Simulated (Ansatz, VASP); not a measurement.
## Na3LaMg in VASP and in Ansatz

```xyz
5
Lattice="4.4574 0.0000 0.0000 0.0000 4.4574 0.0000 0.0000 0.0000 4.4574" Properties=species:S:1:pos:R:3 pbc="T T T"
Na    2.2287    2.2287    0.0000
Na    0.0000    2.2287    2.2287
Na    2.2287    0.0000    2.2287
La    0.0000    0.0000    0.0000
Mg    2.2287    2.2287    2.2287
```

Change from the starting cell: species swapped into the KZnF3 type (Pm-3m, No. 221).

Alike in both runs: task relaxation of cell and atoms; functional PBE; k mesh 4 × 4 × 4; occupations gaussian, width 0.1 eV; no spin polarisation.

```csv
,VASP,Ansatz
version,VASP 6.6.1,Ansatz 0.2.0
potentials or method,"VASP PAW PBE potentials, release 64 (Na_sv, La, Mg_sv), cutoff 970 eV","scalar-relativistic, plane waves, PAW"
valence electrons in the cell,48,48
```

|  | VASP | Ansatz | Ansatz less VASP |
| --- | --- | --- | --- |
| gap on the k mesh at the Fermi level, each at its own relaxed structure (eV) | none | none | - |
| relaxed volume (Å³/atom) | 32.66 | 36.77 | +4.118 |
| relaxed length of the cell vector where the two differ most in proportion (Å) | 5.466 | 5.686 | +0.2207 |

A gap of «none» marks a metal or a gap that the smearing closes. One of these differences is far larger than is usual between the two programs; its cause wasn't traced.

Neither program's run includes spin-orbit coupling. Noted on VASP's run: the volume moved by over 15 % at a fixed basis, so the end points are rough.
